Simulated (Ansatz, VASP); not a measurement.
## One calculation of P, two programs

The input INCAR:

```
PREC = Accurate ; ENCUT = 520
EDIFF = 1E-6 ; ISMEAR = 0
SIGMA = 0.1 ; LREAL = False
LASPH = True ; NELM = 60
ALGO = Normal ; ISIF = 2
LWAVE = False ; LCHARG = False
GGA = PE ; NBANDS = 12
```

Contents of KPOINTS:

```
Automatic mesh
0
Gamma
  1 1 1
```

Contents of POSCAR:

```
P
1.0
    2.4246941115      0.0000000000      0.0000000000
    0.0000000000      2.4385351442      0.0000000000
   -0.0203144631      0.0000000000      4.8524328982
P
2
Direct
    0.9999999700      0.0000000000      0.2505746400
    0.0000000300      0.0000000000      0.7494253600
```

Input for Ansatz:

```yaml
crystal:
  lattice:
    - [2.4246941115, 0.0, 0.0]
    - [0.0, 2.4385351442, 0.0]
    - [-0.0203144631, 0.0, 4.8524328982]
  atoms:
    - { symbol: P, position: [0.99999997, 0.0, 0.25057464] }
    - { symbol: P, position: [3.0e-08, 0.0, 0.74942536] }
basis:
  ecutwfc: 420
kpoints:
  mp_grid: { grid: [1, 1, 1] }
hamiltonian:
  xc: pbe
scf:
  occupations: { method: gaussian, width: 0.1 }
output:
  forces: true
  stress: true
  eigenvalues: true
```

Alike in both runs: task single point; functional PBE; k mesh 1 × 1 × 1; occupations gaussian, width 0.1 eV; no spin polarisation.

```csv
,VASP,Ansatz
version,VASP 6.6.1,Ansatz 0.2.0
potentials or method,"VASP PAW PBE potentials, release 64 (P), cutoff 520 eV","scalar-relativistic, plane waves, PAW"
valence electrons in the cell,10,10
```

|  | VASP | Ansatz | Ansatz less VASP |
| --- | --- | --- | --- |
| gap on the k mesh at the Fermi level (eV) | 0.10 | 0.12 | +0.021 |
| least direct gap on the mesh (eV) | 0.10 | 0.12 | +0.021 |
| rms of the force components (eV/Å) | 0.008 | 0.012 | +0.0044 |

Atom by atom the forces differ by 0.004 eV/Å (rms over components).

The k mesh is coarse, so the values compare programs but aren't converged.
